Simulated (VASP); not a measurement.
The system is Ca3Y.

```
CELL_PARAMETERS angstrom
5.41000 0.00000 0.00000
0.00000 5.41000 0.00000
0.00000 0.00000 5.41000
ATOMIC_POSITIONS crystal
Y 0.00000 0.00000 0.00000
Ca 0.00000 0.50000 0.50000
Ca 0.50000 0.00000 0.50000
Ca 0.50000 0.50000 0.00000
```

| Item | Value |
| --- | --- |
| Program | VASP 6.6.1 |
| Task | relaxation of cell and atoms |
| Functional | LDA |
| Potentials or basis | VASP PAW LDA potentials, release 64 (Y_sv, Ca_sv) |
| Cutoff | 500 eV |
| k mesh | 3 × 3 × 3 |
| Occupations | fermi-dirac, width 0.05 eV |
| Spin | no spin polarisation |

At the start: pressure -2.2 GPa; volume 39.59 Å³/atom.

**Question.** Where does the relaxation end?

**Answer.** Over 3 steps the energy falls by 29.9 meV/atom and the volume is 35.63 Å³/atom (-10.0 %); space group Pm-3m (No. 221, to 0.1 Å) before and after.

The path:
| step | energy change (eV) | largest force (eV/Å) | pressure (GPa) | volume (Å³) |
| --- | --- | --- | --- | --- |
| 1 | 0.0000 | 0.0000 | -2.22 | 158.34 |
| 2 | -0.1120 | 0.0000 | -0.62 | 146.08 |
| 3 | -0.1195 | 0.0000 | -0.04 | 142.51 |

Final structure:
```xyz
4
Lattice="5.2233 0.0000 0.0000 0.0000 5.2233 0.0000 0.0000 0.0000 5.2233" Properties=species:S:1:pos:R:3 pbc="T T T"
Y     0.0000    0.0000    0.0000
Ca    0.0000    2.6117    2.6117
Ca    2.6117    0.0000    2.6117
Ca    2.6117    2.6117    0.0000
```

Caveat: the k points lie up to 0.40 Å⁻¹ apart in the final cell, too coarse for converged energies and pressures of a metal.
